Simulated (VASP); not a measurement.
# BH3 in VASP: relaxation of the atoms with PBE+D3(BJ)

Aim: the relaxation of the atoms of BH3 with PBE+D3(BJ).

Program: VASP 6.6.1. These are calculated values, not measurements. Logs are shortened: lines on timing, memory, paths and dates and some standing lists are left out, and cuts for length are marked.

## (1) The cell of the first run

The cell holds a molecule in a box, 4 atoms: a = 15.000 Å, b = 15.500 Å, c = 16.000 Å, α = 90.00°, β = 90.00°, γ = 90.00°.

## (2) Relaxation of the atoms, PBE+D3(BJ)

Input file INCAR:

```
  PREC = Accurate
  ENCUT = 520
  EDIFF = 1E-6
  ISMEAR = 0
  SIGMA = 0.005
  LREAL = False
  LASPH = True
  NELM = 80
  ALGO = Normal
  ISIF = 2
  LWAVE = False
  LCHARG = False
  GGA = PE
  IVDW = 12
  IBRION = 2
  NSW = 100
  EDIFFG = -0.01
  ISYM = 0
```

Input file KPOINTS:

```
Automatic mesh
0
Gamma
  1 1 1
```

Input file POSCAR:

```
BH3
1.0
   15.0000000000      0.0000000000      0.0000000000
    0.0000000000     15.5000000000      0.0000000000
    0.0000000000      0.0000000000     16.0000000000
B H
1 3
Direct
    0.5014835211      0.4989027168      0.4910818517
    0.5760151842      0.5008087349      0.5017802262
    0.4625801021      0.5641881712      0.5050559484
    0.4599211926      0.4361003771      0.5020819737
```

Potentials or basis: VASP PAW PBE potentials, release 64 (B, H).

Started as:

```bash
$ cat potpaw_PBE.64/B/POTCAR potpaw_PBE.64/H/POTCAR > POTCAR
$ mpirun -np 1 vasp_gam > vasp.out
```

OUTCAR:

```text
PREC = Accurate
   ENCUT = 520
   EDIFF = 1E-6
   ISMEAR = 0
   LREAL = False
   LASPH = True
   NELM = 80
   ISIF = 2
   GGA = PE
   IVDW = 12
   IBRION = 2
   NSW = 100
   EDIFFG = -0.01
   ISYM = 0
 IVDW          = 12

 ion  position               nearest neighbor table
   1  0.501  0.499  0.491-   2 1.13   4 1.17   3 1.19
   2  0.576  0.501  0.502-   1 1.13
   3  0.463  0.564  0.505-   1 1.19
   4  0.460  0.436  0.502-   1 1.17

IMPORTANT INFORMATION: All symmetrisations will be switched off!
NOSYMM: (Re-)initialisation of all symmetry stuff for point group C_1.

----------------------------------------------------------------------------------------

                                     Primitive cell

  volume of cell :    3720.0000

  direct lattice vectors                    reciprocal lattice vectors
    15.000000000  0.000000000  0.000000000     0.066666667  0.000000000  0.000000000
     0.000000000 15.500000000  0.000000000     0.000000000  0.064516129  0.000000000
     0.000000000  0.000000000 16.000000000     0.000000000  0.000000000  0.062500000

  length of vectors
    15.000000000 15.500000000 16.000000000     0.066666667  0.064516129  0.062500000

  position of ions in fractional coordinates (direct lattice)
     0.501483521  0.498902717  0.491081852
     0.576015184  0.500808735  0.501780226
     0.462580102  0.564188171  0.505055948
     0.459921193  0.436100377  0.502081974

  ion indices of the primitive-cell ions
   primitive index   ion index
                 1           1
                 2           2
                 3           3
                 4           4

----------------------------------------------------------------------------------------

 KPOINTS: Automatic mesh

Automatic generation of k-mesh.
 Grid dimensions read from file:
 generate k-points for:    1    1    1

 Generating k-lattice:

  Cartesian coordinates                     Fractional coordinates (reciprocal lattice)
     0.066666667  0.000000000  0.000000000     1.000000000  0.000000000  0.000000000
     0.000000000  0.064516129  0.000000000     0.000000000  1.000000000  0.000000000
     0.000000000  0.000000000  0.062500000     0.000000000  0.000000000  1.000000000

  Length of vectors
     0.066666667  0.064516129  0.062500000

  Shift w.r.t. Gamma in fractional coordinates (k-lattice)
     0.000000000  0.000000000  0.000000000

 Subroutine IBZKPT returns following result:
 ===========================================

 Found      1 irreducible k-points:

 Following reciprocal coordinates:
            Coordinates               Weight
  0.000000  0.000000  0.000000      1.000000
   k-points           NKPTS =      1   k-points in BZ     NKDIM =      1   number of bands    NBANDS=      7
   number of dos      NEDOS =    301   number of ions     NIONS =      4
   total plane-waves  NPLWV = ******
   dimension x,y,z NGX =   112 NGY =  120 NGZ =  120
   dimension x,y,z NGXF=   224 NGYF=  240 NGZF=  240
   ions per type =               1   3
   NGX,Y,Z   is equivalent  to a cutoff of  12.41, 12.87, 12.47 a.u.
   NGXF,Y,Z  is equivalent  to a cutoff of  24.83, 25.74, 24.94 a.u.
 SYSTEM =  unknown system
   PREC   = accura    normal or accurate (medium, high low for compatibility)
   ISTART =      0    job   : 0-new  1-cont  2-samecut
   ICHARG =      2    charge: 1-file 2-atom 10-const
   ISPIN  =      1    spin polarized calculation?
   LNONCOLLINEAR =      F non collinear calculations
   LSORBIT =      F    spin-orbit coupling
   LASPH  =      T    aspherical Exc in radial PAW
   ENCUT  =  520.0 eV  38.22 Ry    6.18 a.u.  27.89 28.82 29.75*2*pi/ulx,y,z
   NELM   =     80;   NELMIN=  2; NELMDL= -5     # of ELM steps
   EDIFF  = 0.1E-05   stopping-criterion for ELM
   LREAL  =      F    real-space projection
   EDIFFG = -.1E-01   stopping-criterion for IOM
   NSW    =    100    number of steps for IOM
   IBRION =      2    ionic relax: 0-MD 1-quasi-New 2-CG
   NFREE  =      1    steps in history (QN), initial steepest desc. (CG)
   ISIF   =      2    stress and relaxation
   ISYM   =      0    0-nonsym 1-usesym 2-fastsym
   POTIM  = 0.5000    time-step for ionic-motion
   TEBEG  =    0.0;   TEEND  =   0.0 temperature during run
   PSTRESS=    0.0 pullay stress
   NELECT =       6.0000    total number of electrons
   NUPDOWN=      -1.0000    fix difference up-down
   EMIN   =  10.00;   EMAX   =-10.00  energy-range for DOS
   EFERMI =   0.00;   METHOD = LEGACY
   ISMEAR =     0;   SIGMA  =   0.01  broadening in eV -4-tet -1-fermi 0-gaus
   EFERMI_NEDOS =   21; number of points for ismear=-14 and -15
   IALGO  =     38    algorithm
   IMIX   =      4    mixing-type and parameters
     AMIX     =   0.40;   BMIX     =  1.00
     AMIX_MAG =   1.60;   BMIX_MAG =  1.00
  volume/ion in A,a.u.               =     930.00      6275.95
  Fermi-wavevector in a.u.,A,eV,Ry     =   0.191990  0.362808  0.501511  0.036860
  Thomas-Fermi vector in A             =   0.934314
   LORBIT       =      0    0 simple, 1 ext, 2 COOP (PROOUT), +10 PAW based schemes
   GGA     = PE    functional components
   LHFCALC =     F    Hartree Fock is set to
   AEXX    =    0.0000 exact exchange contribution
   IVDW    =    12    specifies the selected vdW correction
   LEPSILON=     F    determine dielectric tensor
   LRPA    =     F    only Hartree local field effects (RPA)
 conjugate gradient relaxation of ions
 non-spin polarized calculation
 Gauss-broadening in eV      SIGMA  =   0.01
  energy-cutoff  :      520.00
  volume of cell :     3720.00
 maximum number of plane-waves:     50071
 NGX is ok and might be reduce to   112
   NGX = 55   NGY = 57   NGZ = 59

--------------------------------------- Ionic step        1  -------------------------------------------

 number of electron       6.0000000 magnetization

 Free energy of the ion-electron system (eV)
  ---------------------------------------------------
  ext. energy  EPLUGINS =         0.00000000
  ---------------------------------------------------
  free energy    TOTEN  =       -15.58654594 eV

  energy without entropy =      -15.58654594  energy(sigma->0) =      -15.58654594

------------------------ aborting loop because EDIFF is reached ----------------------------------------

 Edisp (eV)   -0.02291

 E8    (eV) :    -0.0062

  FORCE on cell =-STRESS in cart. coord.  units (eV):
  Direction    XX          YY          ZZ          XY          YZ          ZX
  --------------------------------------------------------------------------------------
  -------------------------------------------------------------------------------------
  Total       2.40134     1.13221    -0.38993     0.13317    -0.07529     0.22859
  in kB       1.03424     0.48763    -0.16794     0.05736    -0.03242     0.09845
  external pressure =        0.45 kB  Pullay stress =        0.00 kB

 VOLUME and BASIS-vectors are now :
 -----------------------------------------------------------------------------
  energy-cutoff  :      520.00
  volume of cell :     3720.00
      direct lattice vectors                 reciprocal lattice vectors
    15.000000000  0.000000000  0.000000000     0.066666667  0.000000000  0.000000000
     0.000000000 15.500000000  0.000000000     0.000000000  0.064516129  0.000000000
     0.000000000  0.000000000 16.000000000     0.000000000  0.000000000  0.062500000
[... 85 lines left out ...]
 POSITION                                       TOTAL-FORCE (eV/Angst)
 -----------------------------------------------------------------------------------
      7.47551      7.75083      7.91675         1.527134     -0.509557      1.123505
      8.70394      7.75839      8.01206        -0.634649     -0.086676     -0.453255
      6.93166      8.75809      8.05879        -0.649925      1.020343     -0.287893
      6.88888      6.73269      8.01239        -0.242561     -0.424110     -0.382356
 -----------------------------------------------------------------------------------
    total drift:                               -0.000117     -0.000067      0.000074

  FREE ENERGIE OF THE ION-ELECTRON SYSTEM (eV)
  ---------------------------------------------------
  free  energy   TOTEN  =       -15.7881076880 eV

  energy  without entropy=      -15.7881076880  energy(sigma->0) =      -15.78810769

[... ionic steps 4 to 12 ...]

--------------------------------------- Ionic step       13  -------------------------------------------

 number of electron       6.0000000 magnetization

------------------------ aborting loop because EDIFF is reached ----------------------------------------

 Edisp (eV)   -0.02285

 E8    (eV) :    -0.0062

  FORCE on cell =-STRESS in cart. coord.  units (eV):
  Direction    XX          YY          ZZ          XY          YZ          ZX
  --------------------------------------------------------------------------------------
  -------------------------------------------------------------------------------------
  Total      -0.06695    -0.04268    -0.04329    -0.00239     0.00006     0.00029
  in kB      -0.02883    -0.01838    -0.01865    -0.00103     0.00003     0.00012
  external pressure =       -0.02 kB  Pullay stress =        0.00 kB
[... 52 lines left out ...]
 POSITION                                       TOTAL-FORCE (eV/Angst)
 -----------------------------------------------------------------------------------
      7.49960      7.74937      8.00049         0.027724      0.025385     -0.006655
      8.69867      7.74235      7.98347        -0.019118     -0.003909      0.002431
      6.90833      8.79148      8.03233        -0.000408     -0.004390      0.002274
      6.89340      6.71680      7.98371        -0.008197     -0.017086      0.001949
 -----------------------------------------------------------------------------------
    total drift:                                0.000271      0.000086      0.000414

  FREE ENERGIE OF THE ION-ELECTRON SYSTEM (eV)
  ---------------------------------------------------
  free  energy   TOTEN  =       -15.9009865230 eV

  energy  without entropy=      -15.9009865230  energy(sigma->0) =      -15.90098652

--------------------------------------- Ionic step       15  -------------------------------------------

 number of electron       6.0000000 magnetization

 Free energy of the ion-electron system (eV)
  ---------------------------------------------------
  ext. energy  EPLUGINS =         0.00000000
  ---------------------------------------------------
  free energy    TOTEN  =       -15.87815200 eV

  energy without entropy =      -15.87815200  energy(sigma->0) =      -15.87815200

 E-fermi :  -8.4015     XC(G=0):  -0.2091

 val. band max:       -8.4315328071   @ k =   0.0000   0.0000   0.0000
 cond. band min:      -3.0242022748   @ k =   0.0000   0.0000   0.0000
 fundamental gap:      5.4073305323
 Fermi energy:        -8.4014597760

 k-point     1 :       0.0000    0.0000    0.0000
  band No.  band energies     occupation
      1     -12.5439      2.00000
      2      -8.4347      2.00000
      3      -8.4315      2.00000
      4      -3.0242      0.00000
      5      -0.2020      0.00000
      6       0.3328      0.00000
      7       0.4621      0.00000

------------------------ aborting loop because EDIFF is reached ----------------------------------------

 Edisp (eV)   -0.02285

 E8    (eV) :    -0.0062

  FORCE on cell =-STRESS in cart. coord.  units (eV):
  Direction    XX          YY          ZZ          XY          YZ          ZX
  --------------------------------------------------------------------------------------
  -------------------------------------------------------------------------------------
  Total      -0.05097    -0.04994    -0.04353     0.00718    -0.00024     0.00028
  in kB      -0.02195    -0.02151    -0.01875     0.00309    -0.00011     0.00012
  external pressure =       -0.02 kB  Pullay stress =        0.00 kB
[... 10 lines left out ...]
 POSITION                                       TOTAL-FORCE (eV/Angst)
 -----------------------------------------------------------------------------------
      7.49982      7.75014      7.99994         0.006039      0.003900      0.001031
      8.69816      7.74151      7.98364        -0.002003      0.002830     -0.000276
      6.90797      8.79177      8.03253         0.001590     -0.002511     -0.000354
      6.89405      6.71658      7.98388        -0.005626     -0.004219     -0.000401
 -----------------------------------------------------------------------------------
    total drift:                               -0.000191     -0.000097      0.000245

  FREE ENERGIE OF THE ION-ELECTRON SYSTEM (eV)
  ---------------------------------------------------
  free  energy   TOTEN  =       -15.9010063712 eV

  energy  without entropy=      -15.9010063712  energy(sigma->0) =      -15.90100637

 reached required accuracy - stopping structural energy minimisation
```

Run time: 16 min. Hardware: 1 thread of Intel Xeon 6975P-C (Granite Rapids), shared host; peak memory 2.1 GiB.

Results:

```yaml
Free_energy: -15.9010 eV
Energy_gained_by_relaxing: 72.9 meV/atom
Ionic_steps: 15
Largest_force_after_relaxing: 0.007 eV/Å
Gap_between_the_frontier_levels: 5.41 eV
Dispersion_energy_per_atom: -0.006 eV
```

Forces on the atoms (eV/Å):
```
B    0.006  0.004  0.001
H   -0.002  0.003  0.000
H    0.002 -0.003  0.000
H   -0.006 -0.004  0.000
```

The path:
| step | energy change (eV) | largest force (eV/Å) | pressure (GPa) |
| --- | --- | --- | --- |
| 1 | 0.0000 | 2.3429 | 0.05 |
| 2 | -0.1463 | 2.8198 | 0.00 |
| 3 | -0.1787 | 1.9632 | 0.01 |
| 4 | -0.2602 | 0.7552 | -0.03 |
| 5 | -0.2797 | 0.4900 | -0.02 |
| 6 | -0.2896 | 0.2970 | 0.00 |
| 7 | -0.2896 | 0.2698 | 0.00 |
| 8 | -0.2901 | 0.2286 | 0.00 |
| 9 | -0.2910 | 0.0692 | 0.00 |
| 10 | -0.2913 | 0.0387 | 0.00 |
| 11 | -0.2915 | 0.0277 | 0.00 |
| 12 | -0.2915 | 0.0237 | 0.00 |
| 13 | -0.2915 | 0.0274 | 0.00 |
| 14 | -0.2915 | 0.0382 | 0.00 |
| 15 | -0.2916 | 0.0073 | 0.00 |

Final structure:
```
B H
1.0
    15.00000    0.00000    0.00000
     0.00000   15.50000    0.00000
     0.00000    0.00000   16.00000
B H
1 3
Direct
  0.49999 0.50001 0.50000
  0.57988 0.49945 0.49898
  0.46053 0.56721 0.50203
  0.45960 0.43333 0.49899
```
